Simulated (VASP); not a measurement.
Wanted: the native input for a VASP 6.6.1 run.

```
Task                   : single point
Functional             : PBEsol
Potentials or basis    : VASP PAW PBE potentials, release 64 (Si, Ge_d)
Cutoff                 : 520 eV
k mesh                 : 12 × 12 × 6
Occupations            : gaussian, width 0.03 eV
Spin                   : no spin polarisation
Dipole correction      : no
Further INCAR settings : ALGO = Normal; EDIFF = 1e-06; NBANDS = 26
```

The structure of SiGe lies in POSCAR:

```
SiGe
1.0
    3.6212893101      0.0000000000      0.0000000000
   -1.8106446551      3.1361285370      0.0000000000
    0.0000000000      0.0000000000      7.1759468969
Si Ge
2 2
Direct
    0.6666666667      0.3333333333      0.8745463082
    0.3333333333      0.6666666667      0.3745463082
    0.6666666667      0.3333333333      0.5004526918
    0.3333333333      0.6666666667      0.0004526918
```

These files were run (other wordings do the same):

INCAR

```
SYSTEM = SiGe
ALGO = Normal
EDIFF = 1E-6
ENCUT = 520
GGA = PS
ISIF = 2
ISMEAR = 0
LASPH = .TRUE.
LCHARG = .FALSE.
LREAL = .FALSE.
LWAVE = .FALSE.
NBANDS = 26
NELM = 100
PREC = Accurate
SIGMA = 0.03
```

KPOINTS

```
k-points
0
G
  12 12 6
  0 0 0
```

Potentials or basis: VASP PAW PBE potentials, release 64 (Si, Ge_d).

Launch:

```sh
$ cat potpaw_PBE.64/Si/POTCAR potpaw_PBE.64/Ge_d/POTCAR > POTCAR
$ mpirun -np 1 vasp_std > vasp.out
```

Results of the run:

```json
{
  "Pressure": "7.6 GPa",
  "Largest force": "1.283 eV/Å",
  "Band gap on the k mesh": "zero (bands 18 and 19 overlap by 0.71 eV)"
}
```

Caveat: the stress differs along the axes, from -12 to 18 GPa; semilocal functionals underestimate gaps, and a narrow one can read as zero; the PAW data sets were made with another functional, which shifts forces and pressure a little.

It took 2.5 min on 1 thread of Intel(R) Xeon(R) Platinum 8259CL CPU @ 2.50GHz (Skylake/Cascade Lake) (shared host), peak memory 0.27 GiB.
